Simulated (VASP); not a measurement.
Crystal: Sr.

```
Sr
1.0
     3.33608   -2.47480    0.00000
     3.33608    2.47480    0.00000
     0.00000    0.00000    6.71151
Sr
2
Direct
  0.70213 0.29787 0.75000
  0.29787 0.70213 0.25000
```

```yaml
Program: VASP 6.6.1
Task: relaxation of cell and atoms
Functional: PBE
Potentials_or_basis: VASP PAW PBE potentials, release 64 (Sr_sv)
Cutoff: 600 eV
k_mesh: 4 × 4 × 4
Occupations: gaussian, width 0.1 eV
Spin: no spin polarisation
```

At the start: pressure -0.2 GPa; volume 55.41 Å³/atom.

Task: How do energy, volume and symmetry change on relaxing?

Result: Over 28 steps the energy falls by 74.5 meV/atom and the volume is 55.03 Å³/atom (-0.7 %); space group I4/mmm (No. 139, to 0.05 Å).

The path:
```tsv
step	energy change (eV)	largest force (eV/Å)	pressure (GPa)	volume (Å³)
1	0.0000	0.4240	-0.17	110.82
2	-0.0189	0.3857	-0.10	109.86
3	-0.0522	0.2647	0.16	106.96
4	-0.0560	0.2070	0.34	105.51
5	-0.0717	0.1712	0.26	105.85
6	-0.1005	0.0522	0.09	106.82
7	-0.0629	0.2462	-0.06	108.60
8	-0.1037	0.0113	0.04	107.21
9	-0.1044	0.0023	0.02	107.44
10	-0.1063	0.0171	-0.05	108.10
11	-0.1073	0.0607	-0.17	109.38
12	-0.1074	0.0513	-0.14	109.05
13	-0.1079	0.0531	-0.14	109.04
14	-0.1092	0.0621	-0.13	109.03
15	-0.1114	0.0810	-0.12	108.98
16	-0.1141	0.1210	-0.05	108.77
17	-0.1146	0.2065	0.20	107.97
18	-0.1172	0.2115	0.19	108.29
19	-0.1226	0.2213	0.16	109.15
20	-0.1121	0.2201	0.05	110.32
21	-0.1228	0.2255	0.14	109.39
22	-0.1266	0.2099	0.09	109.83
23	-0.1351	0.1622	-0.04	111.14
24	-0.1404	0.0787	-0.33	113.77
25	-0.1450	0.0537	-0.19	112.29
26	-0.1456	0.0278	0.23	107.95
27	-0.1479	0.0072	0.04	109.90
28	-0.1489	0.0057	0.03	110.06
```

Final structure:
```yaml
crystal:
  lattice:
    - [2.97774, -2.97109, 0.00000]
    - [2.97774, 2.97109, 0.00000]
    - [0.00000, 0.00000, 6.22007]
  atoms:
    - { symbol: Sr, position: [0.74950, 0.25050, 0.75000] }
    - { symbol: Sr, position: [0.25050, 0.74950, 0.25000] }
```

Caveat: the k points lie up to 0.37 Å⁻¹ apart in the final cell.
